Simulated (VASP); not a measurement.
# TiAl in VASP: notebook

Runs on TiAl. Level: PBEsol. Tasks: single point.

All numbers are computed with VASP 6.6.1; they aren't measurements. Logs are shortened: lines on timing, memory, paths and dates and some standing lists are left out, and cuts for length are marked.

## 1. The cell of the first run

The structure is tetragonal, space group P4/mmm (No. 123). Conventional cell: a = 3.156 Å, b = 3.156 Å, c = 2.809 Å, α = 90.00°, β = 90.00°, γ = 90.00°. Within 3.5 Å of Ti (site symmetry 4/mmm) lie 8 Al at 2.64 Å and 6 Ti at 2.81 to 3.16 Å. Within 3.5 Å of Al (site symmetry 4/mmm) lie 8 Ti at 2.64 Å and 6 Al at 2.81 to 3.16 Å.

## 2. Single point, PBEsol (normal strain along x -0.1100, normal strain along y +0.0000)

The input, INCAR:

```
SYSTEM = TiAl
PREC = Accurate
ENCUT = 520
EDIFF = 1E-6
ISMEAR = 0
SIGMA = 0.15
LREAL = .False.
LASPH = .True.
NELM = 60
ALGO = Normal
ISIF = 2
LWAVE = .False.
LCHARG = .False.
GGA = PS
NBANDS = 14
```

The input, KPOINTS:

```
regular mesh
0
Gamma
  14 14 14
  0 0 0
```

The input, POSCAR:

```
TiAl
1.0
    2.8089068443      0.0000000000      0.0000000000
    0.0000000000      3.1560751060      0.0000000000
    0.0000000000      0.0000000000      3.1560751060
Ti Al
1 1
Direct
    0.0000000000      0.0000000000      0.0000000000
    0.5000000000      0.5000000000      0.5000000000
```

Potentials or basis: VASP PAW PBE potentials, release 64 (Ti_sv, Al).

On the command line:

```
> cat potpaw_PBE.64/Ti_sv/POTCAR potpaw_PBE.64/Al/POTCAR > POTCAR
> mpirun -np 1 vasp_std > vasp.out
```

OUTCAR:

```text
SYSTEM = TiAl
   PREC = Accurate
   ENCUT = 520
   EDIFF = 1E-6
   ISMEAR = 0
   LREAL = .False.
   LASPH = .True.
   NELM = 60
   ISIF = 2
   GGA = PS

 ion  position               nearest neighbor table
   1  0.000  0.000  0.000-   2 2.64   2 2.64   2 2.64   2 2.64   2 2.64   2 2.64   2 2.64   2 2.64

   2  0.500  0.500  0.500-   1 2.64   1 2.64   1 2.64   1 2.64   1 2.64   1 2.64   1 2.64   1 2.64

  LATTYP: Found a simple tetragonal cell.
 ALAT       =     3.1560751060
 C/A-ratio  =     0.8900000000

  Lattice vectors:

 A1 = (   0.0000000000,   3.1560751060,   0.0000000000)
 A2 = (   0.0000000000,   0.0000000000,   3.1560751060)
 A3 = (   2.8089068443,   0.0000000000,   0.0000000000)

Analysis of symmetry for initial positions (statically):
=====================================================================
 Subroutine PRICEL returns:
 Original cell was already a primitive cell.

 Routine SETGRP: Setting up the symmetry group for a
 simple tetragonal supercell.

 Subroutine GETGRP returns: Found 16 space group operations
 (whereof 16 operations were pure point group operations)
 out of a pool of 16 trial point group operations.

The static configuration has the point symmetry D_4h.

Analysis of symmetry for dynamics (positions and initial velocities):
=====================================================================
 Subroutine PRICEL returns:
 Original cell was already a primitive cell.

 Routine SETGRP: Setting up the symmetry group for a
 simple tetragonal supercell.

 Subroutine GETGRP returns: Found 16 space group operations
 (whereof 16 operations were pure point group operations)
 out of a pool of 16 trial point group operations.

The dynamic configuration has the point symmetry D_4h.

 Subroutine INISYM returns: Found 16 space group operations
 (whereof 16 operations are pure point group operations),
 and found     1 'primitive' translations

----------------------------------------------------------------------------------------

                                     Primitive cell

  volume of cell :      27.9790

  direct lattice vectors                    reciprocal lattice vectors
     2.808906844  0.000000000  0.000000000     0.356010382  0.000000000  0.000000000
     0.000000000  3.156075106  0.000000000     0.000000000  0.316849240  0.000000000
     0.000000000  0.000000000  3.156075106     0.000000000  0.000000000  0.316849240

  length of vectors
     2.808906844  3.156075106  3.156075106     0.356010382  0.316849240  0.316849240

  position of ions in fractional coordinates (direct lattice)
     0.000000000  0.000000000  0.000000000
     0.500000000  0.500000000  0.500000000

  ion indices of the primitive-cell ions
   primitive index   ion index
                 1           1
                 2           2

----------------------------------------------------------------------------------------

 KPOINTS: regular mesh

Automatic generation of k-mesh.
 Grid dimensions read from file:
 generate k-points for:   14   14   14

 Generating k-lattice:

  Cartesian coordinates                     Fractional coordinates (reciprocal lattice)
     0.025429313  0.000000000  0.000000000     0.071428571  0.000000000  0.000000000
     0.000000000  0.022632089  0.000000000     0.000000000  0.071428571  0.000000000
     0.000000000  0.000000000  0.022632089     0.000000000  0.000000000  0.071428571

  Length of vectors
     0.025429313  0.022632089  0.022632089

  Shift w.r.t. Gamma in fractional coordinates (k-lattice)
     0.000000000  0.000000000  0.000000000

 Subroutine IBZKPT returns following result:
 ===========================================

 Found    288 irreducible k-points:

 Following reciprocal coordinates:
            Coordinates               Weight
  0.000000  0.000000  0.000000      1.000000
  0.071429  0.000000  0.000000      2.000000
  0.142857  0.000000  0.000000      2.000000
  0.214286  0.000000  0.000000      2.000000
  0.285714  0.000000  0.000000      2.000000
  0.357143  0.000000  0.000000      2.000000
[... 16 lines left out ...]
  0.428571  0.142857  0.000000      8.000000
  0.500000  0.142857  0.000000      4.000000
 [... further k-points ...]
   k-points           NKPTS =    288   k-points in BZ     NKDIM =    288   number of bands    NBANDS=     14
   number of dos      NEDOS =    301   number of ions     NIONS =      2
   total plane-waves  NPLWV =  13824
   dimension x,y,z NGX =    24 NGY =   24 NGZ =   24
   dimension x,y,z NGXF=    48 NGYF=   48 NGZF=   48
   ions per type =               1   1
   NGX,Y,Z   is equivalent  to a cutoff of  14.20, 12.64, 12.64 a.u.
   NGXF,Y,Z  is equivalent  to a cutoff of  28.41, 25.28, 25.28 a.u.
 SYSTEM =  TiAl
   PREC   = accura    normal or accurate (medium, high low for compatibility)
   ISTART =      0    job   : 0-new  1-cont  2-samecut
   ICHARG =      2    charge: 1-file 2-atom 10-const
   ISPIN  =      1    spin polarized calculation?
   LNONCOLLINEAR =      F non collinear calculations
   LSORBIT =      F    spin-orbit coupling
   LASPH  =      T    aspherical Exc in radial PAW
   ENCUT  =  520.0 eV  38.22 Ry    6.18 a.u.   5.22  5.87  5.87*2*pi/ulx,y,z
   NELM   =     60;   NELMIN=  2; NELMDL= -5     # of ELM steps
   EDIFF  = 0.1E-05   stopping-criterion for ELM
   LREAL  =      F    real-space projection
   EDIFFG = 0.1E-04   stopping-criterion for IOM
   NSW    =      0    number of steps for IOM
   IBRION =     -1    ionic relax: 0-MD 1-quasi-New 2-CG
   NFREE  =      0    steps in history (QN), initial steepest desc. (CG)
   ISIF   =      2    stress and relaxation
   ISYM   =      2    0-nonsym 1-usesym 2-fastsym
   POTIM  = 0.5000    time-step for ionic-motion
   TEBEG  =    0.0;   TEEND  =   0.0 temperature during run
   PSTRESS=    0.0 pullay stress
   NELECT =      15.0000    total number of electrons
   NUPDOWN=      -1.0000    fix difference up-down
   EMIN   =  10.00;   EMAX   =-10.00  energy-range for DOS
   EFERMI =   0.00;   METHOD = LEGACY
   ISMEAR =     0;   SIGMA  =   0.15  broadening in eV -4-tet -1-fermi 0-gaus
   EFERMI_NEDOS =   21; number of points for ismear=-14 and -15
   IALGO  =     38    algorithm
   IMIX   =      4    mixing-type and parameters
     AMIX     =   0.40;   BMIX     =  1.00
     AMIX_MAG =   1.60;   BMIX_MAG =  1.00
  volume/ion in A,a.u.               =      13.99        94.41
  Fermi-wavevector in a.u.,A,eV,Ry     =   1.329927  2.513198 24.064717  1.768707
  Thomas-Fermi vector in A             =   2.459053
   LORBIT       =      0    0 simple, 1 ext, 2 COOP (PROOUT), +10 PAW based schemes
   GGA     = PS    functional components
   LHFCALC =     F    Hartree Fock is set to
   AEXX    =    0.0000 exact exchange contribution
   IVDW    =     0    specifies the selected vdW correction
   LEPSILON=     F    determine dielectric tensor
   LRPA    =     F    only Hartree local field effects (RPA)
 non-spin polarized calculation
 Gauss-broadening in eV      SIGMA  =   0.15
  energy-cutoff  :      520.00
  volume of cell :       27.98
 maximum number of plane-waves:       776
 NGX is ok and might be reduce to    24
   NGX = 11   NGY = 11   NGZ = 11

 number of electron      14.9999991 magnetization

 Free energy of the ion-electron system (eV)
  ---------------------------------------------------
  ext. energy  EPLUGINS =         0.00000000
  ---------------------------------------------------
  free energy    TOTEN  =       -12.81450528 eV

  energy without entropy =      -12.78883116  energy(sigma->0) =      -12.80166822

 E-fermi :  10.1343     XC(G=0): -11.8004

 val. band max:       10.1335159420   @ k =   0.2143   0.2143   0.2143
 cond. band min:      10.1390218330   @ k =   0.4286   0.0714   0.0714
 fundamental gap:      0.0055058910
 Fermi energy:        10.1342988603

 k-point     1 :       0.0000    0.0000    0.0000
  band No.  band energies     occupation
      1     -46.1585      2.00000
      2     -22.5085      2.00000
      3     -22.5085      2.00000
      4     -22.2618      2.00000
      5       0.3297      2.00000
      6       8.2292      2.00000
      7       8.5470      2.00000
      8      11.8640      0.00000
      9      12.6610      0.00000
     10      12.6610      0.00000
     11      14.2256      0.00000
     12      14.2256      0.00000
     13      17.9031      0.00000
     14      19.3693      0.00000

 k-point     2 :       0.0714    0.0000    0.0000
  band No.  band energies     occupation
      1     -46.1553      2.00000
      2     -22.5056      2.00000
      3     -22.5056      2.00000
      4     -22.2895      2.00000
      5       0.4360      2.00000
      6       8.2879      2.00000
      7       8.5809      2.00000
      8      11.8859      0.00000
      9      12.3373      0.00000
     10      12.3373      0.00000
     11      14.5854      0.00000
     12      14.5854      0.00000
     13      17.0676      0.00000
     14      19.8857      0.00000

 k-point     3 :       0.1429    0.0000    0.0000
  band No.  band energies     occupation
      1     -46.1461      2.00000
      2     -22.4976      2.00000
      3     -22.4976      2.00000
      4     -22.3667      2.00000
      5       0.7507      2.00000
      6       8.4588      2.00000
      7       8.6249      2.00000
      8      11.7404      0.00000
      9      11.7404      0.00000
     10      11.9483      0.00000
     11      15.3001      0.00000
     12      15.3001      0.00000
     13      15.8031      0.00000
     14      19.4518      0.00000
[... 324 lines left out ...]
 k-point    23 :       0.4286    0.1429    0.0000
  band No.  band energies     occupation
      1     -46.0922      2.00000
      2     -22.7720      2.00000
      3     -22.4892      2.00000
      4     -22.4502      2.00000
      5       4.0165      2.00000
      6       6.1765      2.00000
      7       9.4575      2.00000
      8      10.0106      1.75664
      9      10.0926      1.30562
     10      11.9441      0.00000
     11      14.5398      0.00000
     12      17.0322      0.00000
     13      18.0754      0.00000
     14      19.4034      0.00000

 k-point    24 :       0.5000    0.1429    0.0000
  band No.  band energies     occupation
      1     -46.0889      2.00000
      2     -22.7979      2.00000
      3     -22.4861      2.00000
      4     -22.4474      2.00000
      5       4.9678      2.00000
      6       5.1747      2.00000
      7       9.6331      2.00000
      8       9.8623      1.98967
      9      10.0122      1.75015
     10      11.9751      0.00000
     11      14.6320      0.00000
     12      17.1046      0.00000
     13      18.2550      0.00000
     14      20.2328      0.00000

 [... further k-points ...]

------------------------ aborting loop because EDIFF is reached ----------------------------------------

  FORCE on cell =-STRESS in cart. coord.  units (eV):
  Direction    XX          YY          ZZ          XY          YZ          ZX
  --------------------------------------------------------------------------------------
  -------------------------------------------------------------------------------------
  Total        3.2408982      3.0968910      3.0968910     -0.0000000      0.0000000     -0.0000000
  in kB      185.5854726    177.3391028    177.3391028     -0.0000000      0.0000000     -0.0000000
  external PRESSURE =     180.0878928 kB  Pullay stress =       0.0000000 kB

 VOLUME and BASIS-vectors are now :
 -----------------------------------------------------------------------------
  energy-cutoff  :      520.00
  volume of cell :       27.98
      direct lattice vectors                 reciprocal lattice vectors
     2.808906844  0.000000000  0.000000000     0.356010382  0.000000000  0.000000000
     0.000000000  3.156075106  0.000000000     0.000000000  0.316849240  0.000000000
     0.000000000  0.000000000  3.156075106     0.000000000  0.000000000  0.316849240

 POSITION                                       TOTAL-FORCE (eV/Angst)
 -----------------------------------------------------------------------------------
      0.00000      0.00000      0.00000         0.000000      0.000000      0.000000
      1.40445      1.57804      1.57804         0.000000      0.000000      0.000000
 -----------------------------------------------------------------------------------
    total drift:                                0.000000      0.000000      0.000000

  FREE ENERGIE OF THE ION-ELECTRON SYSTEM (eV)
  ---------------------------------------------------
  free  energy   TOTEN  =       -12.8145052803 eV

  energy  without entropy=      -12.7888311639  energy(sigma->0) =      -12.80166822
```

It took 1.9 min on 1 thread of Intel Xeon 8259CL, shared host; peak memory 0.23 GiB.

Results:

- Free energy: -12.8145 eV
- Pressure: 18.0 GPa
- Band gap on the k mesh: zero (an odd number of electrons rules out a gap without spin polarisation)

Stress tensor (GPa, compression positive):
```
18.56  0.00  0.00
 0.00 17.73  0.00
 0.00  0.00 17.73
```

Caveat: the cell differs from its parent crystal (normal strain along x -0.1100, normal strain along y +0.0000); the cell stands under pressure; the PAW data sets were made with another functional, which shifts forces and pressure a little.

## 3. Single point, PBEsol (normal strain along x -0.1100, normal strain along y -0.0733)

The input, INCAR:

```
SYSTEM = TiAl
PREC = Accurate ; ENCUT = 520
EDIFF = 1E-6 ; ISMEAR = 0
SIGMA = 0.15 ; LREAL = .FALSE.
LASPH = .TRUE. ; NELM = 60
ALGO = Fast ; ISIF = 2
LWAVE = .FALSE. ; LCHARG = .FALSE.
GGA = PS ; NBANDS = 14
```

The input, KPOINTS:

```
Automatic mesh
0
G
  14 14 14
  0 0 0
```

POSCAR: that of step 2 with these lines changed.

```diff
@@ -3,3 +3,3 @@
     2.8089068443      0.0000000000      0.0000000000
-    0.0000000000      3.1560751060      0.0000000000
+    0.0000000000      2.9247348007      0.0000000000
     0.0000000000      0.0000000000      3.1560751060
```

Potentials or basis: VASP PAW PBE potentials, release 64 (Ti_sv, Al).

On the command line:

```
> cat potpaw_PBE.64/Ti_sv/POTCAR potpaw_PBE.64/Al/POTCAR > POTCAR
> mpirun -np 1 vasp_std > vasp.out
```

Run time: 4.9 min. Hardware: 1 thread of Intel Xeon 8259CL, shared host; peak memory 0.3 GiB.

The run converged. Its results:

```
Free energy            : -12.5251 eV
Pressure               : 33.5 GPa
Band gap on the k mesh : zero (an odd number of electrons rules out a gap without spin polarisation)
```

Stress tensor (GPa, compression positive):
```
32.55  0.00  0.00
 0.00 29.51  0.00
 0.00  0.00 38.53
```

Levels at points of the mesh, in eV from the Fermi level:
```csv
k point,band 4,band 5,band 6,band 7,band 8,band 9,band 10,band 11,band 12,band 13
"(0.00, 0.00, 0.00)",-32.25,-10.11,-2.13,-1.75,2.11,2.44,2.86,3.83,6.07,7.45
"(0.50, 0.00, 0.00)",-32.31,-5.59,-5.50,-0.58,-0.56,0.47,2.54,4.87,6.72,9.16
"(0.00, 0.50, 0.00)",-32.22,-5.99,-5.70,-0.73,-0.61,1.05,2.75,4.31,6.62,9.15
"(0.50, 0.50, 0.00)",-32.41,-5.15,-1.72,-1.55,-1.40,0.21,0.36,4.10,6.99,7.04
"(0.00, 0.00, 0.50)",-32.24,-6.80,-5.80,-0.90,0.42,1.03,3.03,3.16,6.95,11.08
"(0.50, 0.00, 0.50)",-32.29,-5.59,-2.39,-1.63,-1.53,0.87,1.19,3.42,6.51,6.68
"(0.00, 0.50, 0.50)",-32.20,-5.87,-2.50,-1.94,-1.73,1.38,1.55,3.31,5.84,6.51
"(0.50, 0.50, 0.50)",-32.59,-3.71,-3.67,-3.65,2.21,3.31,3.48,3.88,4.18,4.20
```

Caveat: the cell differs from its parent crystal (normal strain along x -0.1100, normal strain along y -0.0733); the cell stands under pressure; the PAW data sets were made with another functional, which shifts forces and pressure a little.

## 4. Single point, PBEsol (normal strain along x -0.1100, normal strain along y -0.0367)

The input, INCAR:

```
SYSTEM = TiAl
PREC = Accurate
ENCUT = 520
EDIFF = 1E-7
ISMEAR = 0
SIGMA = 0.15
LREAL = .False.
LASPH = .True.
NELM = 100
ALGO = Fast
ISIF = 2
LWAVE = .False.
LCHARG = .True.
GGA = PS
LELF = .True.
LVHAR = .True.
NBANDS = 14
```

The input, KPOINTS:

```
Automatic mesh
0
Gamma
  14 14 14
  0 0 0
```

POSCAR: that of step 3 with these lines changed.

```diff
@@ -3,3 +3,3 @@
     2.8089068443      0.0000000000      0.0000000000
-    0.0000000000      2.9247348007      0.0000000000
+    0.0000000000      3.0402471496      0.0000000000
     0.0000000000      0.0000000000      3.1560751060
```

On the command line:

```
> cat potpaw_PBE.64/Ti_sv/POTCAR potpaw_PBE.64/Al/POTCAR > POTCAR
> mpirun -np 1 vasp_std > vasp.out
```

Run time: 7.3 min. Hardware: 1 thread of Intel Xeon 8259CL, shared host; peak memory 0.31 GiB.

It converged, with:

```
Free energy            : -12.6877 eV
Pressure               : 25.1 GPa
Band gap on the k mesh : zero (an odd number of electrons rules out a gap without spin polarisation)
```

Stress tensor (GPa, compression positive):
```
25.38  0.00  0.00
 0.00 21.99  0.00
 0.00  0.00 27.89
```

Levels at points of the mesh, in eV from the Fermi level:
```
           k point  band 6  band 7  band 8  band 9  band 10  band 11
(0.00, 0.00, 0.00)   -2.01   -1.69    1.89    2.48     2.66     3.95
(0.50, 0.00, 0.00)   -5.36   -0.47   -0.40    0.09     2.34     4.77
(0.00, 0.50, 0.00)   -5.66   -0.78   -0.46    1.16     2.71     3.71
(0.50, 0.50, 0.00)   -1.97   -1.51   -1.38    0.26     0.52     3.74
(0.00, 0.00, 0.50)   -5.71   -0.85    0.03    1.15     2.84     3.17
(0.50, 0.00, 0.50)   -2.28   -1.55   -1.45    0.56     0.90     3.41
(0.00, 0.50, 0.50)   -2.48   -2.23   -1.75    1.50     1.57     3.16
(0.50, 0.50, 0.50)   -3.57   -3.54    1.91    3.26     3.34     3.51
```

Caveat: the cell differs from its parent crystal (normal strain along x -0.1100, normal strain along y -0.0367); the cell stands under pressure; the PAW data sets were made with another functional, which shifts forces and pressure a little.

## 5. Summary

| cell | gap on the mesh (eV) | pressure (GPa) |
| --- | --- | --- |
| a = 2.809, b = 3.156, c = 3.156 Å, 2 atoms | none | 18.0 |
| a = 2.809, b = 2.925, c = 3.156 Å, 2 atoms | none | 33.5 |
| a = 2.809, b = 3.040, c = 3.156 Å, 2 atoms | none | 25.1 |

Alike in all rows: task single point; level PBEsol; potentials or basis VASP PAW PBE potentials, release 64 (Ti_sv, Al); no spin polarisation; k mesh 14 × 14 × 14; cutoff (eV) 520; smearing gaussian 0.15 eV.

Caveats: the cell stands under pressure; the PAW data sets were made with another functional, which shifts forces and pressure a little.

Absolute energies hang on the potentials; compare differences alone.
